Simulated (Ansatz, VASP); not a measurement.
Cu in VASP and in Ansatz

```
CELL_PARAMETERS angstrom
0.09396 1.85568 1.85568
1.85568 0.09396 1.85568
1.85568 1.85568 0.09396
ATOMIC_POSITIONS crystal
Cu 0.00000 0.00000 0.00000
```

Alike in both runs: task single point; functional r2SCAN; k mesh 24 × 24 × 24; occupations gaussian, width 0.15 eV; no spin polarisation.

|  | VASP | Ansatz |
| --- | --- | --- |
| version | VASP 6.6.1 | Ansatz 0.2.0 |
| potentials or method | VASP PAW PBE potentials, release 64 (Cu), cutoff 520 eV | scalar-relativistic, plane waves, PAW |
| valence electrons in the cell | 11 | 19 |

VASP gave:

* gap on the k mesh at the Fermi level (eV): none
* pressure (GPa): -3.2
* traceless stress, the component that is largest in VASP (GPa): -4.57

Task: What did Ansatz give for the same quantities?

Result: gap on the k mesh at the Fermi level (eV): none; pressure (GPa): -3.8; traceless stress, the component that is largest in VASP (GPa): -4.50.

VASP's potentials were made for PBE, not for r2SCAN. A gap of «none» marks a metal or a gap that the smearing closes. With one functional, cell and mesh, what is left measures potentials, basis and numerics. VASP's potentials hold 11 valence electrons a cell and Ansatz's 19, so a difference there can come from the potentials and not from the codes.
